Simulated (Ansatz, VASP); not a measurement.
## BaF2: VASP beside Ansatz

```
CELL_PARAMETERS angstrom
0.00000 3.18061 3.18061
3.18061 0.00000 3.18061
3.18061 3.18061 0.00000
ATOMIC_POSITIONS crystal
Ba 0.00000 0.00000 0.00000
F 0.25000 0.25000 0.25000
F 0.75000 0.75000 0.75000
```

Alike in both runs: task single point; functional PBE; k mesh 6 × 6 × 6; occupations fermi-dirac, width 0.05 eV; no spin polarisation.

```csv
,VASP,Ansatz
version,VASP 6.6.1,Ansatz 0.2.0
potentials or method,"VASP PAW PBE potentials, release 64 (Ba_sv, F), cutoff 600 eV","plane waves, PAW"
valence electrons in the cell,24,24
```

|  | VASP | Ansatz | Ansatz less VASP |
| --- | --- | --- | --- |
| pressure (GPa) | -1.9 | -2.6 | -0.67 |

Neither program's run includes spin-orbit coupling.
